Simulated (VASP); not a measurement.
## NaI: single point with r2SCAN

Crystal: NaI.

```
CELL_PARAMETERS angstrom
0.00000 3.19709 3.19709
3.19709 0.00000 3.19709
3.19709 3.19709 0.00000
ATOMIC_POSITIONS crystal
Na 0.00000 0.00000 0.00000
I 0.50000 0.50000 0.50000
```

| Property | Result |
| --- | --- |
| Program | VASP 6.6.1 |
| Task | single point |
| Functional | r2SCAN |
| Potentials or basis | VASP PAW PBE potentials, release 64 (Na_pv, I) |
| Cutoff | 520 eV |
| k mesh | 6 × 6 × 6 |
| Occupations | gaussian, width 0.01 eV |
| Spin | no spin polarisation |

```
Pressure               : 0.5 GPa
Band gap on the k mesh : 4.55 eV
```

Levels at points of the mesh, in eV from the valence-band top:
```
           k point  band 5  band 6  band 7  band 8  band 9  band 10
(0.00, 0.00, 0.00)    0.00    0.00    0.00    4.55    8.47     8.47
(0.50, 0.00, 0.00)   -2.32   -0.32   -0.32    5.71    8.10     8.10
(0.50, 0.50, 0.00)   -2.06   -0.81   -0.81    5.25    5.96    10.99
```

Run time: 2 min on 1 thread of Intel Xeon 8259CL (shared host), peak memory 0.22 GiB.

Caveat: the PAW data sets were made with another functional, which shifts forces and pressure a little; spin-orbit coupling is left out, which moves the levels of the heavy elements.
